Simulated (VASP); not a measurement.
A run of VASP 6.6.1:

The input INCAR:

```
PREC = Accurate
ENCUT = 520
EDIFF = 1E-6
ISMEAR = 0
SIGMA = 0.1
LREAL = False
LASPH = True
NELM = 80
ALGO = Normal
ISIF = 2
LWAVE = False
LCHARG = False
GGA = PE
NBANDS = 42
```

The input KPOINTS:

```
regular mesh
0
Gamma
  6 6 2
```

File POSCAR:

```
In3Bi2
1.0
    3.6405155200      0.0000000000      0.0000000000
   -1.8202577600      3.1527789200      0.0000000000
    0.0000000000      0.0000000000     12.9673016700
In Bi
3 2
Direct
    0.6666666700      0.3333333300      0.8041576900
    0.0000000000      0.0000000000      0.0000000000
    0.3333333300      0.6666666700      0.1958423100
    0.6666666700      0.3333333300      0.3968949100
    0.3333333300      0.6666666700      0.6031050900
```

Potentials or basis: VASP PAW PBE potentials, release 64 (In_d, Bi_d).

Run with:

```bash
$ cat potpaw_PBE.64/In_d/POTCAR potpaw_PBE.64/Bi_d/POTCAR > POTCAR
$ mpirun -np 1 vasp_std > vasp.out
```

Hardware: 1 thread of Intel Xeon 8259CL (shared host).

Question: Estimate the wall time of this run.

Answer: It took 110 s on 1 thread of Intel Xeon 8259CL, with other jobs on the host, peak memory 0.29 GiB. Counts: scf iterations 13, k points 14.
